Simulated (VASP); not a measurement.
MgO: single point with r2SCAN

**What was measured.**

From “Electronic structure of alkaline earth and post-transition metal oxides”, 2009, arxiv:0908.1581, for a bulk crystal of MgO: band gap 7.83 eV.

MgO:

```xyz
2
Lattice="0.0000 2.1071 2.1071 2.1071 0.0000 2.1071 2.1071 2.1071 0.0000" Properties=species:S:1:pos:R:3 pbc="T T T"
Mg    0.0000    0.0000    0.0000
O     2.1071    2.1071    2.1071
```

```json
{
  "Program": "VASP 6.6.1",
  "Task": "single point",
  "Functional": "r2SCAN",
  "Potentials or basis": "VASP PAW PBE potentials, release 64 (Mg_sv, O)",
  "Cutoff": "920 eV",
  "k mesh": "10 × 10 × 10",
  "Occupations": "gaussian, width 0.02 eV",
  "Spin": "no spin polarisation",
  "Dipole correction": "no",
  "Further INCAR settings": "ALGO = Normal; EDIFF = 1e-06; NBANDS = 15"
}
```

```yaml
Pressure: -0.7 GPa
Band_gap_on_the_k_mesh: 5.63 eV
```

Levels at points of the mesh, in eV from the valence-band top:
| k point | band 4 | band 5 | band 6 | band 7 | band 8 | band 9 | band 10 | band 11 | band 12 | band 13 |
| --- | --- | --- | --- | --- | --- | --- | --- | --- | --- | --- |
| (0.00, 0.00, 0.00) | -40.06 | -18.18 | 0.00 | 0.00 | 0.00 | 5.63 | 16.85 | 16.85 | 16.85 | 20.95 |
| (0.50, 0.00, 0.00) | -40.07 | -16.91 | -4.59 | -0.67 | -0.67 | 8.82 | 13.82 | 17.49 | 17.49 | 22.48 |
| (0.50, 0.50, 0.00) | -40.09 | -16.70 | -4.07 | -1.36 | -1.36 | 10.04 | 11.14 | 14.30 | 20.44 | 20.44 |

Run time: 59 s on 1 thread of AMD EPYC 9R45 96-Core Processor (Zen 5), with other jobs on the host, peak memory 0.15 GiB.

Measured gap of MgO: 7.83 eV (quoted in “Electronic structure of alkaline earth and post-transition metal oxides”, 2009, arxiv:0908.1581). This calculation gives 5.63 eV (-2.20 eV). The value is that of r2SCAN, without temperature or zero-point motion.

Caveat: the PAW data sets were made with another functional, which shifts forces and pressure a little.
